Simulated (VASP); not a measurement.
Cr: single point with PBEsol

System: Cr, a slab with vacuum.

```xyz
2
Lattice="2.4377 0.0000 0.0000 -0.8126 2.2982 0.0000 0.0000 0.0000 12.7807" Properties=species:S:1:pos:R:3 pbc="T T T"
Cr    0.4063    0.5746    5.5000
Cr    1.2188    1.7237    7.2807
```

```
Program                : VASP 6.6.1
Task                   : single point
Functional             : PBEsol
Potentials or basis    : VASP PAW PBE potentials, release 64 (Cr_pv)
Cutoff                 : 520 eV
k mesh                 : 18 × 18 × 1
Occupations            : fermi-dirac, width 0.08 eV
Spin                   : collinear spin, ferromagnetic start
Starting moments       : [2.0, 2.0] μB
Dipole correction      : yes
Further INCAR settings : ALGO = Normal; EDIFF = 1e-06; NBANDS = 23
```

| Property | Result |
| --- | --- |
| Largest force | 0.024 eV/Å |
| Band gap on the k mesh | zero (filled and empty bands overlap) |
| Net moment | 0.00 μB per cell |
| Valence electrons inside the program's atomic spheres | Cr 11.10 |

Forces in eV/Å, atoms in the order of the input:
```
Cr   0.000  0.000 -0.024
Cr   0.000  0.000  0.024
```

Levels at points of the mesh, in eV from the Fermi level:
Spin up:
```
           k point  band 10  band 11  band 12  band 13  band 14  band 15
(0.00, 0.00, 0.00)    -1.06    -0.88    -0.74    -0.33     0.91     1.43
(0.50, 0.00, 0.00)    -2.00     0.06     0.06     1.31     1.31     2.15
(0.50, 0.50, 0.00)    -1.78    -0.22     1.26     1.73     1.89     2.84
```
Spin down:
| k point | band 10 | band 11 | band 12 | band 13 | band 14 | band 15 |
| --- | --- | --- | --- | --- | --- | --- |
| (0.00, 0.00, 0.00) | -1.06 | -0.88 | -0.74 | -0.33 | 0.91 | 1.43 |
| (0.50, 0.00, 0.00) | -2.00 | 0.06 | 0.06 | 1.31 | 1.31 | 2.15 |
| (0.50, 0.50, 0.00) | -1.78 | -0.22 | 1.26 | 1.73 | 1.89 | 2.84 |

It took 3.7 min on 1 thread of Intel(R) Xeon(R) 6975P-C (Granite Rapids) (shared host), peak memory 0.34 GiB.

Caveat: the moments typed at the start vanished in this run; the PAW data sets were made with another functional, which shifts forces and pressure a little.
